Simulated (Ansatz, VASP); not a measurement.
Two plane-wave programs on H

The input INCAR:

```
  PREC = Accurate
  ENCUT = 520
  EDIFF = 1E-6
  ISMEAR = 0
  SIGMA = 0.05
  LREAL = F
  LASPH = T
  NELM = 60
  ALGO = Normal
  ISIF = 2
  LWAVE = F
  LCHARG = F
  NBANDS = 6
```

Contents of KPOINTS:

```
Automatic mesh
0
Gamma
  10 10 26
```

File POSCAR:

```
H
1.0
    2.7821206758      0.0000000000      0.0000000000
    0.0000000000      2.7821206758      0.0000000000
    0.0000000000      0.0000000000      1.0050052430
H
1
Direct
    0.0000000000      0.0000000000      0.5000000000
```

Input for Ansatz:

```yaml
crystal:
  lattice:
    - [2.7821206758, 0.0, 0.0]
    - [0.0, 2.7821206758, 0.0]
    - [0.0, 0.0, 1.005005243]
  atoms:
    - { symbol: H, position: [0.0, 0.0, 0.5] }
basis:
  ecutwfc: 420
kpoints:
  mp_grid: { grid: [10, 10, 26] }
hamiltonian:
  xc: lda
scf:
  occupations: { method: gaussian, width: 0.05 }
output:
  forces: true
  stress: true
  eigenvalues: true
```

Change from the starting cell: strain +0.050 along x and y, +0.025 along z, atoms carried along.

Alike in both runs: task single point; functional LDA; k mesh 10 × 10 × 26; occupations gaussian, width 0.05 eV; no spin polarisation.

```csv
,VASP,Ansatz
version,VASP 6.6.1,Ansatz 0.2.0
potentials or method,"VASP PAW LDA potentials, release 64 (H), cutoff 520 eV","scalar-relativistic, plane waves, PAW"
valence electrons in the cell,1,1
```

|  | VASP | Ansatz | Ansatz less VASP |
| --- | --- | --- | --- |
| pressure (GPa) | -1.4 | -1.2 | +0.15 |
| traceless stress, the component that is largest in VASP (GPa) | -1.70 | -1.90 | -0.200 |

LDA's correlation is that of Perdew and Zunger in VASP and of Perdew and Wang (1992) in Ansatz.
